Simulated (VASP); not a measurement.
Wanted: the native input for a VASP 6.6.1 run.

| Quantity | Value |
| --- | --- |
| Task | relaxation of cell and atoms |
| Functional | PBE |
| Potentials or basis | VASP PAW PBE potentials, release 64 (Hf_pv, N) |
| Cutoff | 600 eV |
| k mesh | 11 × 11 × 6 |
| Occupations | fermi-dirac, width 0.08 eV |
| Spin | no spin polarisation |
| Target pressure | 200 GPa |
| Dipole correction | no |
| Further INCAR settings | ALGO = Normal; EDIFF = 1e-06; IBRION = 2; EDIFFG = -0.005; NSW = 60; ISIF = 3 |

The structure of HfN (NiAs type) lies in POSCAR:

```
HfN
1.0
    2.9054829294      0.0000000000      0.0000000000
   -1.4527414647      2.5162220271      0.0000000000
    0.0000000000      0.0000000000      4.5034985406
Hf N
2 2
Direct
    0.0000000000      0.0000000000      0.0000000000
    0.0000000000      0.0000000000      0.5000000000
    0.3333333333      0.6666666667      0.2500000000
    0.6666666667      0.3333333333      0.7500000000
```

The input as run:

INCAR

```
SYSTEM = HfN
ALGO     = Normal         ! electronic algorithm
EDIFF    = 1E-6           ! SCF threshold, eV
EDIFFG   = -0.005         ! ionic threshold
ENCUT    = 600            ! plane-wave cutoff, eV
GGA      = PE             ! functional
IBRION   = 2              ! ionic algorithm
ISIF     = 3              ! what is computed and relaxed
ISMEAR   = -1             ! smearing method
LASPH    = .TRUE.         ! aspherical terms in the spheres
LCHARG   = .FALSE.        ! write CHGCAR
LREAL    = .FALSE.        ! projectors in reciprocal space
LWAVE    = .FALSE.        ! write WAVECAR
NELM     = 80             ! most SCF steps
NSW      = 60             ! ionic steps
PREC     = Accurate       ! precision mode
PSTRESS  = 2000.0       
SIGMA    = 0.08           ! smearing width, eV
```

KPOINTS

```
k-points
0
G
  11 11 6
  0 0 0
```

Potentials or basis: VASP PAW PBE potentials, release 64 (Hf_pv, N).

The run is started by

```console
$ cat potpaw_PBE.64/Hf_pv/POTCAR potpaw_PBE.64/N/POTCAR > POTCAR
$ mpirun -np 1 vasp_std > vasp.out
```

Results of the run:

```yaml
Relaxed_volume: 8.33 Å³/atom
Relaxed_cell: a = 2.725 Å, b = 2.725 Å, c = 5.185 Å, α = 90.00°, β = 90.00°, γ = 120.00°
Space_group_after_relaxing_to_0.05_Å: P6_3/mmc (No. 194)
Energy_change_on_relaxing_the_enthalpy_is_what_falls: -607.2 meV/atom
Ionic_steps: 10
Pressure_after_relaxing: 200.0 GPa
Band_gap_on_the_k_mesh: zero (band 15 reaches 12.24 eV, above the bottom of band 16 at 10.06 eV)
```

Caveat: the cell is relaxed towards a set pressure, so the enthalpy falls and the energy may rise; spin-orbit coupling is left out, which moves the levels of the heavy elements.

It took 5.1 min on 1 thread of Intel Xeon 6975P-C (shared host), peak memory 0.2 GiB.
